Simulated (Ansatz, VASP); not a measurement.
# InSb in VASP and in Ansatz

INCAR

```
  PREC = Accurate
  ENCUT = 520
  EDIFF = 1E-8
  ISMEAR = -1
  SIGMA = 0.03
  LREAL = F
  LASPH = T
  NELM = 80
  ALGO = Normal
  ISIF = 2
  LWAVE = F
  LCHARG = F
  GGA = CA
  LEFG = T
  NBANDS = 16
```

File KPOINTS:

```
regular mesh
0
Gamma
  10 10 10
```

POSCAR

```
InSb
1.0
    0.0000000000      3.2605516185      3.2605516185
    3.2605516185      0.0000000000      3.2605516185
    3.2605516185      3.2605516185      0.0000000000
In Sb
1 1
Direct
    0.0000000000      0.0000000000      0.0000000000
    0.7500000000      0.7500000000      0.7500000000
```

Input for Ansatz:

```yaml
crystal:
  lattice:
    - [0.0, 3.2605516185, 3.2605516185]
    - [3.2605516185, 0.0, 3.2605516185]
    - [3.2605516185, 3.2605516185, 0.0]
  atoms:
    - { symbol: In, position: [0.0, 0.0, 0.0] }
    - { symbol: Sb, position: [0.75, 0.75, 0.75] }
kpoints:
  mp_grid: { grid: [10, 10, 10] }
scf:
  occupations: { method: fermi_dirac, width: 0.03 }
hamiltonian:
  xc: lda
  pseudopotentials: { kind: paw }
output:
  forces: true
  stress: true
  eigenvalues: true
  efg: { contact_densities: true }
```

Change from the starting cell: volume scaled by 1.02, PAW files.

Alike in both runs: task electric field gradients; functional LDA; k mesh 10 × 10 × 10; occupations fermi-dirac, width 0.03 eV; no spin polarisation.

```csv
,VASP,Ansatz
version,VASP 6.6.1,Ansatz 0.2.0
potentials or method,"VASP PAW LDA potentials, release 64 (In_d, Sb)","PAW with Ansatz's default frozen-core files, scalar-relativistic"
plane-wave cutoff (eV),520,420
valence electrons in the cell,18,28
```

Ansatz gave:

- pressure (GPa): -1.4

What did VASP give for the same quantities?

Pressure (GPa): -1.3.

LDA's correlation is that of Perdew and Zunger in VASP and of Perdew and Wang (1992) in Ansatz. VASP's potentials hold 18 valence electrons a cell and Ansatz's 28, so a difference there can come from the potentials and not from the codes.

Neither program's run includes spin-orbit coupling.
